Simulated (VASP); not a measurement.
# Cd (P6_3/mmc) in VASP: further runs

Runs on Cd. Level: PBE+D3(BJ). Tasks: single point, relaxation of cell and atoms.

Program: VASP 6.6.1. These are calculated values, not measurements. Logs are shortened: lines on timing, memory, paths and dates and some standing lists are left out, and cuts for length are marked.

## (1) The cell of the first run

Symmetry: P6_3/mmc, No. 194, hexagonal system. The conventional cell has a = 2.997 Å, b = 2.997 Å, c = 5.470 Å, α = 90.00°, β = 90.00°, γ = 120.00°. Cd (site symmetry -6m2) has 12 Cd at 3.00 to 3.24 Å within 3.9 Å.

## (2) Single point, PBE+D3(BJ)

The input, INCAR:

```
SYSTEM = Cd
PREC = Accurate
ENCUT = 520
EDIFF = 1E-6
ISMEAR = 0
SIGMA = 0.1
LREAL = .FALSE.
LASPH = .TRUE.
NELM = 100
ALGO = Fast
ISIF = 2
LWAVE = .FALSE.
LCHARG = .TRUE.
GGA = PE
IVDW = 12
LELF = .TRUE.
LVHAR = .TRUE.
NBANDS = 19
```

The input, KPOINTS:

```
Automatic mesh
0
G
  18 18 8
  0 0 0
```

The input, POSCAR:

```
Cd
1.0
    2.9974751757      0.0000000000      0.0000000000
   -1.4987375879      2.5958896494      0.0000000000
    0.0000000000      0.0000000000      5.4704676256
Cd
2
Direct
    0.3333333333      0.6666666667      0.2500000000
    0.6666666667      0.3333333333      0.7500000000
```

Potentials or basis: VASP PAW PBE potentials, release 64 (Cd).

Started as:

```
$ cat potpaw_PBE.64/Cd/POTCAR > POTCAR
$ mpirun -np 1 vasp_std > vasp.out
```

OUTCAR:

```text
SYSTEM = Cd
   PREC = Accurate
   ENCUT = 520
   EDIFF = 1E-6
   ISMEAR = 0
   LREAL = .FALSE.
   LASPH = .TRUE.
   NELM = 100
   ISIF = 2
   GGA = PE
   IVDW = 12
 IVDW          = 12

 ion  position               nearest neighbor table
   1  0.333  0.667  0.250-   2 3.24   2 3.24   2 3.24   2 3.24   2 3.24   2 3.24
   2  0.667  0.333  0.750-   1 3.24   1 3.24   1 3.24   1 3.24   1 3.24   1 3.24

  LATTYP: Found a hexagonal cell.
 ALAT       =     2.9974751757
 C/A-ratio  =     1.8250251645

  Lattice vectors:

 A1 = (   2.9974751757,   0.0000000000,   0.0000000000)
 A2 = (  -1.4987375879,   2.5958896494,   0.0000000000)
 A3 = (   0.0000000000,   0.0000000000,   5.4704676256)

Analysis of symmetry for initial positions (statically):
=====================================================================
 Subroutine PRICEL returns:
 Original cell was already a primitive cell.

 Routine SETGRP: Setting up the symmetry group for a
 hexagonal supercell.

 Subroutine GETGRP returns: Found 24 space group operations
 (whereof 12 operations were pure point group operations)
 out of a pool of 24 trial point group operations.

The static configuration has the point symmetry D_3d.
 The point group associated with its full space group is D_6h.

Analysis of symmetry for dynamics (positions and initial velocities):
=====================================================================
 Subroutine PRICEL returns:
 Original cell was already a primitive cell.

 Routine SETGRP: Setting up the symmetry group for a
 hexagonal supercell.

 Subroutine GETGRP returns: Found 24 space group operations
 (whereof 12 operations were pure point group operations)
 out of a pool of 24 trial point group operations.

The dynamic configuration has the point symmetry D_3d.
 The point group associated with its full space group is D_6h.

 Subroutine INISYM returns: Found 24 space group operations
 (whereof 12 operations are pure point group operations),
 and found     1 'primitive' translations

----------------------------------------------------------------------------------------

                                     Primitive cell

  volume of cell :      42.5663

  direct lattice vectors                    reciprocal lattice vectors
     2.997475176  0.000000000  0.000000000     0.333614106  0.192612194  0.000000000
    -1.498737588  2.595889649  0.000000000     0.000000000  0.385224387  0.000000000
     0.000000000  0.000000000  5.470467626     0.000000000  0.000000000  0.182799729
[... 76 lines left out ...]
   ISTART =      0    job   : 0-new  1-cont  2-samecut
   ICHARG =      2    charge: 1-file 2-atom 10-const
   ISPIN  =      1    spin polarized calculation?
   LNONCOLLINEAR =      F non collinear calculations
   LSORBIT =      F    spin-orbit coupling
   LASPH  =      T    aspherical Exc in radial PAW
   ENCUT  =  520.0 eV  38.22 Ry    6.18 a.u.   5.57  5.57 10.17*2*pi/ulx,y,z
   NELM   =    100;   NELMIN=  2; NELMDL= -5     # of ELM steps
   EDIFF  = 0.1E-05   stopping-criterion for ELM
   LREAL  =      F    real-space projection
[... 7 lines left out ...]
   TEBEG  =    0.0;   TEEND  =   0.0 temperature during run
   PSTRESS=    0.0 pullay stress
   NELECT =      24.0000    total number of electrons
   NUPDOWN=      -1.0000    fix difference up-down
   EMIN   =  10.00;   EMAX   =-10.00  energy-range for DOS
   EFERMI =   0.00;   METHOD = LEGACY
   ISMEAR =     0;   SIGMA  =   0.10  broadening in eV -4-tet -1-fermi 0-gaus
   EFERMI_NEDOS =   21; number of points for ismear=-14 and -15
   IALGO  =     68    algorithm
   IMIX   =      4    mixing-type and parameters
     AMIX     =   0.40;   BMIX     =  1.00
     AMIX_MAG =   1.60;   BMIX_MAG =  1.00
  volume/ion in A,a.u.               =      21.28       143.63
  Fermi-wavevector in a.u.,A,eV,Ry     =   1.352456  2.555771 24.886924  1.829137
  Thomas-Fermi vector in A             =   2.479793
   LORBIT       =      0    0 simple, 1 ext, 2 COOP (PROOUT), +10 PAW based schemes
   GGA     = PE    functional components
   LHFCALC =     F    Hartree Fock is set to
   AEXX    =    0.0000 exact exchange contribution
   IVDW    =    12    specifies the selected vdW correction
   LEPSILON=     F    determine dielectric tensor
   LRPA    =     F    only Hartree local field effects (RPA)
 non-spin polarized calculation
 RMM-DIIS sequential band-by-band and
 Gauss-broadening in eV      SIGMA  =   0.10
  energy-cutoff  :      520.00
  volume of cell :       42.57
 maximum number of plane-waves:      1170
 NGX is ok and might be reduce to    24
   NGX = 11   NGY = 11   NGZ = 21

 number of electron      23.9999991 magnetization

 Free energy of the ion-electron system (eV)
  ---------------------------------------------------
  ext. energy  EPLUGINS =         0.00000000
  ---------------------------------------------------
  free energy    TOTEN  =        -1.45954515 eV

  energy without entropy =       -1.45697149  energy(sigma->0) =       -1.45825832

 E-fermi :   3.2115     XC(G=0): -11.1151

 val. band max:        3.1942368431   @ k =   0.4444   0.0556   0.3750
 cond. band min:       3.2246906969   @ k =   0.3333   0.3333   0.2500
 fundamental gap:      0.0304538537
 Fermi energy:         3.2115044842

 k-point     1 :       0.0000    0.0000    0.0000
  band No.  band energies     occupation
      1      -6.8237      2.00000
      2      -6.4969      2.00000
      3      -6.1950      2.00000
      4      -6.1950      2.00000
      5      -6.1330      2.00000
      6      -6.1330      2.00000
[... 505 lines left out ...]
      6      -5.8991      2.00000
[... 11 lines left out ...]
     18      14.1401      0.00000
     19      14.8295      0.00000

 [... further k-points ...]

------------------------ aborting loop because EDIFF is reached ----------------------------------------

 Edisp (eV)   -0.89971

 E8    (eV) :    -0.3992

  FORCE on cell =-STRESS in cart. coord.  units (eV):
  Direction    XX          YY          ZZ          XY          YZ          ZX
  --------------------------------------------------------------------------------------
  -------------------------------------------------------------------------------------
  Total       0.12011     0.12011     0.06731    -0.00000     0.00000     0.00000
  in kB       4.52086     4.52086     2.53360    -0.00000     0.00000     0.00000
  external pressure =        3.86 kB  Pullay stress =        0.00 kB

 VOLUME and BASIS-vectors are now :
 -----------------------------------------------------------------------------
  energy-cutoff  :      520.00
  volume of cell :       42.57
      direct lattice vectors                 reciprocal lattice vectors
     2.997475176  0.000000000  0.000000000     0.333614106  0.192612194  0.000000000
    -1.498737588  2.595889649  0.000000000     0.000000000  0.385224387  0.000000000
     0.000000000  0.000000000  5.470467626     0.000000000  0.000000000  0.182799729

 POSITION                                       TOTAL-FORCE (eV/Angst)
 -----------------------------------------------------------------------------------
     -0.00000      1.73059      1.36762         0.000000     -0.000000      0.000000
      1.49874      0.86530      4.10285        -0.000000      0.000000      0.000000
 -----------------------------------------------------------------------------------
    total drift:                                0.000000     -0.000000      0.000000

  FREE ENERGIE OF THE ION-ELECTRON SYSTEM (eV)
  ---------------------------------------------------
  free  energy   TOTEN  =        -2.3592595126 eV

  energy  without entropy=       -2.3566858496  energy(sigma->0) =       -2.35797268
```

OSZICAR:

```text
N       E                     dE             d eps       ncg     rms          rms(c)
DAV:   1     0.177310218752E+03    0.17731E+03   -0.13167E+04  7030   0.127E+03
DAV:   2     0.250771413798E+01   -0.17480E+03   -0.16834E+03  7302   0.335E+02
DAV:   3    -0.155684750659E+01   -0.40646E+01   -0.40565E+01  8035   0.585E+01
DAV:   4    -0.156392300995E+01   -0.70755E-02   -0.70749E-02  7747   0.230E+00
DAV:   5    -0.156394389247E+01   -0.20883E-04   -0.20882E-04  7814   0.122E-01    0.466E+00
RMM:   6    -0.146429493967E+01    0.99649E-01   -0.23667E-01  7086   0.448E+00    0.370E+00
RMM:   7    -0.145927963873E+01    0.50153E-02   -0.24312E-02  7289   0.119E+00    0.169E+00
RMM:   8    -0.145945355443E+01   -0.17392E-03   -0.40784E-03  7425   0.868E-01    0.102E-01
RMM:   9    -0.145951156937E+01   -0.58015E-04   -0.25771E-04  7637   0.159E-01    0.469E-02
RMM:  10    -0.145954840379E+01   -0.36834E-04   -0.10381E-04  7533   0.130E-01    0.244E-02
RMM:  11    -0.145954523028E+01    0.31735E-05   -0.15504E-05  7746   0.364E-02    0.344E-03
RMM:  12    -0.145954515287E+01    0.77415E-07   -0.42518E-07  4975   0.814E-03
   1 F= -.23592595E+01 E0= -.23579727E+01  d E =-.257366E-02
```

stdout:

```text
POSCAR found type information on POSCAR Cd
 POSCAR found :  1 types and       2 ions
 scaLAPACK will be used
 LDA part: xc-table for (Slater+PW92), standard interpolation
 POSCAR, INCAR and KPOINTS ok, starting setup
 FFT: planning ... GRIDC
 FFT: planning ... GRID_SOFT
 FFT: planning ... GRID
 WAVECAR not read
 entering main loop
```

Run time: 3.2 min. Hardware: 1 thread of Oxide Virtual Turin-like, shared host; peak memory 0.22 GiB.

What came out:

```
Free energy                : -2.3593 eV
Pressure                   : 0.4 GPa
Band gap on the k mesh     : zero (bands 12 and 13 overlap by 3.98 eV)
Dispersion energy per atom : -0.450 eV
```

Stress tensor (GPa, compression positive):
```
0.45 0.00 0.00
0.00 0.45 0.00
0.00 0.00 0.25
```

## (3) Relaxation of cell and atoms, PBE+D3(BJ)

This run uses another cell than the first one, of 22.94 Å³/atom.

The input, INCAR:

```
SYSTEM = Cd
PREC     = Accurate       ! precision mode
ENCUT    = 600            ! plane-wave cutoff, eV
EDIFF    = 1E-6           ! SCF threshold, eV
ISMEAR   = 0              ! smearing method
SIGMA    = 0.1            ! smearing width, eV
LREAL    = .FALSE.        ! projectors in reciprocal space
LASPH    = .TRUE.         ! aspherical terms in the spheres
NELM     = 80             ! most SCF steps
ALGO     = Fast           ! electronic algorithm
ISIF     = 3              ! what is computed and relaxed
LWAVE    = .FALSE.        ! write WAVECAR
LCHARG   = .FALSE.        ! write CHGCAR
GGA      = PE             ! functional
IVDW     = 12             ! dispersion correction
IBRION   = 2              ! ionic algorithm
NSW      = 70             ! ionic steps
EDIFFG   = -0.005         ! ionic threshold
```

KPOINTS is that of step 2.

The input, POSCAR:

```
Cd
1.0
    3.0148503055      0.0000000000      0.0000000000
   -1.5074251528      2.6109369532      0.0000000000
    0.0000000000      0.0000000000      5.8276386599
Cd
2
Direct
    0.3333333333      0.6666666667      0.2500000000
    0.6666666667      0.3333333333      0.7500000000
```

Potentials or basis: VASP PAW PBE potentials, release 64 (Cd).

Started as:

```
$ cat potpaw_PBE.64/Cd/POTCAR > POTCAR
$ mpirun -np 1 vasp_std > vasp.out
```

It took 19 min on 1 thread of Oxide Virtual Turin-like, shared host; peak memory 0.26 GiB.

It converged, with:

| Item | Value |
| --- | --- |
| Free energy | -2.3608 eV |
| Relaxed volume | 21.37 Å³/atom |
| Relaxed cell | a = 3.004 Å, b = 3.004 Å, c = 5.468 Å, α = 90.00°, β = 90.00°, γ = 120.00° |
| Space group after relaxing (to 0.1 Å) | P6_3/mmc (No. 194) |
| Energy gained by relaxing | 15.5 meV/atom |
| Ionic steps | 11 |
| Pressure after relaxing | 0.0 GPa |
| Band gap on the k mesh | zero (bands 12 and 13 overlap by 3.92 eV) |
| Dispersion energy per atom | -0.448 eV |

Step by step:
```csv
step,energy change (eV),largest force (eV/Å),pressure (GPa),volume (Å³)
1,0.0000,0.0000,-2.78,45.87
2,-0.0245,0.0000,0.03,43.28
3,-0.0245,0.0000,-0.02,43.29
4,-0.0264,0.0000,-0.06,43.17
5,-0.0289,0.0000,0.08,42.91
6,-0.0300,0.0000,0.47,42.36
7,-0.0303,0.0000,0.17,42.68
8,-0.0308,0.0000,0.27,42.52
9,-0.0308,0.0000,-0.17,42.95
10,-0.0310,0.0000,0.03,42.72
11,-0.0310,0.0000,-0.01,42.74
```

Final structure:
```
Cd
1.0
     3.00437    0.00000    0.00000
    -1.50219    2.60186    0.00000
     0.00000    0.00000    5.46816
Cd
2
Direct
  0.33333 0.66667 0.25000
  0.66667 0.33333 0.75000
```

Levels at points of the mesh, in eV from the Fermi level:
| k point | band 10 | band 11 | band 12 | band 13 | band 14 | band 15 |
| --- | --- | --- | --- | --- | --- | --- |
| (0.00, 0.00, 0.00) | -8.61 | -8.61 | -3.08 | -2.76 | 11.46 | 14.06 |
| (0.50, 0.00, 0.00) | -8.36 | -2.60 | -2.14 | 2.07 | 2.93 | 3.26 |
| (0.00, 0.00, 0.50) | -8.74 | -7.51 | -7.51 | 4.20 | 4.20 | 14.39 |
| (0.50, 0.00, 0.50) | -8.38 | -1.73 | -1.73 | -0.13 | -0.13 | 8.42 |

The gap in the log of VASP goes by the Fermi energy; the results here count the filled bands.